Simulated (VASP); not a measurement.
# Fe (Fm-3m) in VASP: notebook

Fe is run at these levels: PBE; tasks: single point.

Program: VASP 6.6.1. These are calculated values, not measurements. Logs are shortened: lines on timing, memory, paths and dates and some standing lists are left out, and cuts for length are marked.

**1. The cell of the first run**

Symmetry: Fm-3m, No. 225, cubic system. Conventional cell: a = 3.569 Å, b = 3.569 Å, c = 3.569 Å, α = 90.00°, β = 90.00°, γ = 90.00°. Within 3.3 Å of Fe (site symmetry m-3m) lie 12 Fe at 2.52 Å.

**2. Single point, PBE, collinear spin, zero start**

Contents of INCAR:

```
ALGO = Normal ; EDIFF = 1E-7
ENCUT = 520 ; GGA = PE
ISIF = 2 ; ISMEAR = -1
ISPIN = 2 ; LASPH = True
LCHARG = True ; LELF = True
LMAXMIX = 4 ; LORBIT = 11
LREAL = False ; LVHAR = True
LWAVE = False ; MAGMOM = 0
NBANDS = 14 ; NELM = 150
NUPDOWN = 0.0 ; PREC = Accurate
SIGMA = 0.1
```

Contents of KPOINTS:

```
k-points
0
Gamma
  12 12 12
```

Contents of POSCAR:

```
Fe
1.0
    0.0000000000      1.7845000000      1.7845000000
    1.7845000000      0.0000000000      1.7845000000
    1.7845000000      1.7845000000      0.0000000000
Fe
1
Direct
    0.0000000000      0.0000000000      0.0000000000
```

Potentials or basis: VASP PAW PBE potentials, release 64 (Fe).

Run with:

```
$ cat potpaw_PBE.64/Fe/POTCAR > POTCAR
$ mpirun -np 1 vasp_std > vasp.out
```

OUTCAR:

```text
EDIFF = 1E-7
   ENCUT = 520
   GGA = PE
   ISIF = 2
   ISMEAR = -1
   ISPIN = 2
   LASPH = True
   LORBIT = 11
   LREAL = False
   NELM = 150
   NUPDOWN = 0.0
   PREC = Accurate

 ion  position               nearest neighbor table
   1  0.000  0.000  0.000-

  LATTYP: Found a face centered cubic cell.
 ALAT       =     3.5690000000

  Lattice vectors:

 A1 = (   0.0000000000,   1.7845000000,   1.7845000000)
 A2 = (   1.7845000000,   0.0000000000,   1.7845000000)
 A3 = (   1.7845000000,   1.7845000000,   0.0000000000)

Analysis of symmetry for initial positions (statically):
=====================================================================
 Subroutine PRICEL returns:
 Original cell was already a primitive cell.

 Routine SETGRP: Setting up the symmetry group for a
 face centered cubic supercell.

 Subroutine GETGRP returns: Found 48 space group operations
[... 9 lines left out ...]

 Routine SETGRP: Setting up the symmetry group for a
 face centered cubic supercell.

 Subroutine GETGRP returns: Found 48 space group operations
 (whereof 48 operations were pure point group operations)
 out of a pool of 48 trial point group operations.

The dynamic configuration has the point symmetry O_h .

Analysis of structural, dynamic, and magnetic symmetry:
=====================================================================
 Subroutine PRICEL returns:
 Original cell was already a primitive cell.

 Routine SETGRP: Setting up the symmetry group for a
 face centered cubic supercell.

 Subroutine GETGRP returns: Found 48 space group operations
 (whereof 48 operations were pure point group operations)
 out of a pool of 48 trial point group operations.

The overall configuration has the point symmetry O_h .

 Subroutine INISYM returns: Found 48 space group operations
[... 5 lines left out ...]
                                     Primitive cell

  volume of cell :      11.3653

  direct lattice vectors                    reciprocal lattice vectors
     0.000000000  1.784500000  1.784500000    -0.280190530  0.280190530  0.280190530
     1.784500000  0.000000000  1.784500000     0.280190530 -0.280190530  0.280190530
     1.784500000  1.784500000  0.000000000     0.280190530  0.280190530 -0.280190530

  length of vectors
     2.523664102  2.523664102  2.523664102     0.485304233  0.485304233  0.485304233

  position of ions in fractional coordinates (direct lattice)
     0.000000000  0.000000000  0.000000000

  ion indices of the primitive-cell ions
   primitive index   ion index
                 1           1

----------------------------------------------------------------------------------------

 KPOINTS: k-points

Automatic generation of k-mesh.
 Grid dimensions read from file:
 generate k-points for:   12   12   12

 Generating k-lattice:

  Cartesian coordinates                     Fractional coordinates (reciprocal lattice)
    -0.023349211  0.023349211  0.023349211     0.083333333  0.000000000  0.000000000
     0.023349211 -0.023349211  0.023349211     0.000000000  0.083333333  0.000000000
     0.023349211  0.023349211 -0.023349211     0.000000000  0.000000000  0.083333333

  Length of vectors
     0.040442019  0.040442019  0.040442019

  Shift w.r.t. Gamma in fractional coordinates (k-lattice)
     0.000000000  0.000000000  0.000000000

 Subroutine IBZKPT returns following result:
 ===========================================

 Found     72 irreducible k-points:

 Following reciprocal coordinates:
            Coordinates               Weight
  0.000000  0.000000  0.000000      1.000000
  0.083333  0.000000  0.000000      8.000000
  0.166667  0.000000  0.000000      8.000000
  0.250000  0.000000  0.000000      8.000000
  0.333333  0.000000  0.000000      8.000000
  0.416667  0.000000  0.000000      8.000000
[... 16 lines left out ...]
  0.500000  0.166667  0.000000     24.000000
 -0.416667  0.166667  0.000000     24.000000
 [... further k-points ...]
   k-points           NKPTS =     72   k-points in BZ     NKDIM =     72   number of bands    NBANDS=     14
   number of dos      NEDOS =    301   number of ions     NIONS =      1
   total plane-waves  NPLWV =   8000
   dimension x,y,z NGX =    20 NGY =   20 NGZ =   20
   dimension x,y,z NGXF=    40 NGYF=   40 NGZF=   40
   ions per type =               1
   NGX,Y,Z   is equivalent  to a cutoff of  13.17, 13.17, 13.17 a.u.
   NGXF,Y,Z  is equivalent  to a cutoff of  26.35, 26.35, 26.35 a.u.
 SYSTEM =  unknown system
   PREC   = accura    normal or accurate (medium, high low for compatibility)
   ISTART =      0    job   : 0-new  1-cont  2-samecut
   ICHARG =      2    charge: 1-file 2-atom 10-const
   ISPIN  =      2    spin polarized calculation?
   LNONCOLLINEAR =      F non collinear calculations
   LSORBIT =      F    spin-orbit coupling
   LASPH  =      T    aspherical Exc in radial PAW
   ENCUT  =  520.0 eV  38.22 Ry    6.18 a.u.   4.69  4.69  4.69*2*pi/ulx,y,z
   NELM   =    150;   NELMIN=  2; NELMDL= -5     # of ELM steps
   EDIFF  = 0.1E-06   stopping-criterion for ELM
   LREAL  =      F    real-space projection
   EDIFFG = 0.1E-05   stopping-criterion for IOM
   NSW    =      0    number of steps for IOM
   IBRION =     -1    ionic relax: 0-MD 1-quasi-New 2-CG
   NFREE  =      0    steps in history (QN), initial steepest desc. (CG)
   ISIF   =      2    stress and relaxation
   ISYM   =      2    0-nonsym 1-usesym 2-fastsym
   POTIM  = 0.5000    time-step for ionic-motion
   TEBEG  =    0.0;   TEEND  =   0.0 temperature during run
   PSTRESS=    0.0 pullay stress
   NELECT =       8.0000    total number of electrons
   NUPDOWN=       0.0000    fix difference up-down
   EMIN   =  10.00;   EMAX   =-10.00  energy-range for DOS
   EFERMI =   0.00;   METHOD = LEGACY
   ISMEAR =    -1;   SIGMA  =   0.10  broadening in eV -4-tet -1-fermi 0-gaus
   EFERMI_NEDOS =   21; number of points for ismear=-14 and -15
   IALGO  =     38    algorithm
   IMIX   =      4    mixing-type and parameters
     AMIX     =   0.40;   BMIX     =  1.00
     AMIX_MAG =   1.60;   BMIX_MAG =  1.00
  volume/ion in A,a.u.               =      11.37        76.70
  Fermi-wavevector in a.u.,A,eV,Ry     =   1.456280  2.751971 28.854583  2.120752
  Thomas-Fermi vector in A             =   2.573217
   LORBIT       =     11    0 simple, 1 ext, 2 COOP (PROOUT), +10 PAW based schemes
   GGA     = PE    functional components
   LHFCALC =     F    Hartree Fock is set to
   AEXX    =    0.0000 exact exchange contribution
   IVDW    =     0    specifies the selected vdW correction
   LEPSILON=     F    determine dielectric tensor
   LRPA    =     F    only Hartree local field effects (RPA)
 spin polarized calculation
  energy-cutoff  :      520.00
  volume of cell :       11.37
 maximum number of plane-waves:       331
   NGX =  9   NGY =  9   NGZ =  9

 number of electron       7.9999996 magnetization       0.0000000

 number of electron       7.9999996 magnetization      -0.0000000

 Free energy of the ion-electron system (eV)
  ---------------------------------------------------
  ext. energy  EPLUGINS =         0.00000000
  ---------------------------------------------------
  free energy    TOTEN  =        -8.01915658 eV

  energy without entropy =       -7.95701074  energy(sigma->0) =       -7.98808366

 E-fermi :   5.6910     XC(G=0): -13.1648

 val. band max:        5.6722429474   @ k =   0.0833   0.0833   0.0000
 cond. band min:       5.7033145297   @ k =  -0.4167   0.3333   0.0000
 fundamental gap:      0.0310715823
 Fermi energy:         5.6910132926

 spin component 1

 k-point     1 :       0.0000    0.0000    0.0000
  band No.  band energies     occupation
      1      -2.5546      1.00000
      2       4.2889      1.00000
      3       4.2889      1.00000
      4       4.2889      1.00000
      5       5.6152      0.68102
      6       5.6152      0.68102
      7      28.1253      0.00000
      8      32.8839      0.00000
      9      32.8839      0.00000
     10      32.8839      0.00000
     11      35.9382      0.00000
     12      35.9382      0.00000
     13      35.9382      0.00000
     14      37.9272      0.00000

 k-point     2 :       0.0833    0.0000    0.0000
  band No.  band energies     occupation
      1      -2.2835      1.00000
      2       4.1971      1.00000
      3       4.3607      1.00000
      4       4.3607      1.00000
      5       5.5831      0.74629
      6       5.5831      0.74629
      7      27.5808      0.00000
      8      30.4273      0.00000
      9      32.4974      0.00000
     10      32.4974      0.00000
[... 362 lines left out ...]
 k-point    24 :      -0.4167    0.1667    0.0000
  band No.  band energies     occupation
      1       2.0324      1.00000
      2       3.6135      1.00000
      3       4.3785      1.00000
      4       4.6641      0.99997
      5       6.3652      0.00118
      6       9.0108      0.00000
      7      13.3641      0.00000
      8      22.8193      0.00000
      9      27.6166      0.00000
     10      28.2609      0.00000
     11      37.1367      0.00000
     12      37.3070      0.00000
     13      44.7001      0.00000
     14      47.2458      0.00000

 [... further k-points ...]

 spin component 2

 k-point     1 :       0.0000    0.0000    0.0000
  band No.  band energies     occupation
      1      -2.5546      1.00000
      2       4.2889      1.00000
      3       4.2889      1.00000
      4       4.2889      1.00000
      5       5.6152      0.68102
      6       5.6152      0.68102
      7      28.1253      0.00000
      8      32.8839      0.00000
      9      32.8839      0.00000
     10      32.8839      0.00000
     11      35.9382      0.00000
     12      35.9382      0.00000
     13      35.9382      0.00000
     14      37.9272      0.00000

 k-point     2 :       0.0833    0.0000    0.0000
  band No.  band energies     occupation
      1      -2.2835      1.00000
      2       4.1971      1.00000
      3       4.3607      1.00000
      4       4.3607      1.00000
      5       5.5831      0.74629
      6       5.5831      0.74629
      7      27.5808      0.00000
      8      30.4273      0.00000
      9      32.4974      0.00000
     10      32.4974      0.00000
[... 362 lines left out ...]
 k-point    24 :      -0.4167    0.1667    0.0000
  band No.  band energies     occupation
      1       2.0324      1.00000
      2       3.6135      1.00000
      3       4.3785      1.00000
      4       4.6641      0.99997
      5       6.3652      0.00118
      6       9.0108      0.00000
      7      13.3641      0.00000
      8      22.8193      0.00000
      9      27.6166      0.00000
     10      28.2609      0.00000
     11      37.1367      0.00000
     12      37.3070      0.00000
     13      44.7001      0.00000
     14      47.2458      0.00000

 [... further k-points ...]
[... 5 lines left out ...]
  --------------------------------------------------------------------------------------
  -------------------------------------------------------------------------------------
  Total       -1.6202703     -1.6202703     -1.6202703     -0.0000000     -0.0000000      0.0000000
  in kB     -228.4117310   -228.4117310   -228.4117310     -0.0000000     -0.0000000      0.0000000
  external PRESSURE =    -228.4117310 kB  Pullay stress =       0.0000000 kB

 VOLUME and BASIS-vectors are now :
 -----------------------------------------------------------------------------
  energy-cutoff  :      520.00
  volume of cell :       11.37
      direct lattice vectors                 reciprocal lattice vectors
     0.000000000  1.784500000  1.784500000    -0.280190530  0.280190530  0.280190530
     1.784500000  0.000000000  1.784500000     0.280190530 -0.280190530  0.280190530
     1.784500000  1.784500000  0.000000000     0.280190530  0.280190530 -0.280190530

 POSITION                                       TOTAL-FORCE (eV/Angst)
 -----------------------------------------------------------------------------------
      0.00000      0.00000      0.00000         0.000000      0.000000      0.000000
 -----------------------------------------------------------------------------------
    total drift:                                0.000000      0.000000      0.000000

  FREE ENERGIE OF THE ION-ELECTRON SYSTEM (eV)
  ---------------------------------------------------
  free  energy   TOTEN  =        -8.0191565850 eV

  energy  without entropy=       -7.9570107446  energy(sigma->0) =       -7.98808366

 total charge

# of ion       s       p       d       tot
------------------------------------------
    1        0.486   0.530   6.242   7.258

 magnetization (x)

# of ion       s       p       d       tot
------------------------------------------
    1       -0.000  -0.000  -0.000  -0.000
```

Wall time 22 s (1 thread of Intel Xeon Platinum 8259CL at 2.50GHz (Skylake/Cascade Lake), shared host); peak memory 0.14 GiB.

Results:

- Free energy: -8.0192 eV
- Pressure: -22.8 GPa
- Net moment: 0.00 μB per cell
- Valence electrons inside the program's atomic spheres: Fe 7.26

Caveat: the total moment is fixed, so each spin has its own Fermi level.

**3. Single point, PBE, collinear spin, ferromagnetic start**

Contents of INCAR:

```
  PREC = Accurate
  ENCUT = 520
  EDIFF = 1E-6
  ISMEAR = -1
  SIGMA = 0.1
  LREAL = False
  LASPH = True
  NELM = 150
  ALGO = Normal
  ISIF = 2
  LWAVE = False
  LCHARG = True
  ISPIN = 2
  MAGMOM = 4
  LORBIT = 11
  LMAXMIX = 4
  GGA = PE
  LELF = True
  LVHAR = True
  NBANDS = 14
```

Contents of KPOINTS:

```
regular mesh
0
Gamma
  12 12 12
```

POSCAR is that of step 2.

Potentials or basis: VASP PAW PBE potentials, release 64 (Fe).

Run with:

```
$ cat potpaw_PBE.64/Fe/POTCAR > POTCAR
$ mpirun -np 1 vasp_std > vasp.out
```

Run time: 24 s. Hardware: 1 thread of Intel Xeon Platinum 8259CL at 2.50GHz (Skylake/Cascade Lake), shared host; peak memory 0.14 GiB.

It converged, with:

```
Free energy                                           : -8.0938 eV
Pressure                                              : 2.7 GPa
Net moment                                            : 2.15 μB per cell
Site moments                                          : Fe +2.15 μB
Valence electrons inside the program's atomic spheres : Fe 7.27
```

Levels at points of the mesh, in eV from the Fermi level:
Spin up:
```
           k point  band 2  band 3  band 4  band 5  band 6  band 7  band 8  band 9
(0.00, 0.00, 0.00)   -2.23   -2.23   -2.23   -1.20   -1.20   22.39   26.85   26.85
(0.50, 0.00, 0.00)   -2.44   -2.44   -0.16   -0.16   -0.01    6.72   20.99   24.68
(0.50, 0.50, 0.00)   -4.32   -0.35    0.16    0.16    2.75    9.98   14.79   14.79
```
Spin down:
```
           k point  band 1  band 2  band 3  band 4  band 5  band 6
(0.00, 0.00, 0.00)   -8.30   -0.33   -0.33   -0.33    1.41    1.41
(0.50, 0.00, 0.00)   -3.73   -0.28   -0.28    0.12    2.23    2.23
(0.50, 0.50, 0.00)   -3.50   -2.80    2.35    2.35    2.38    2.96
```
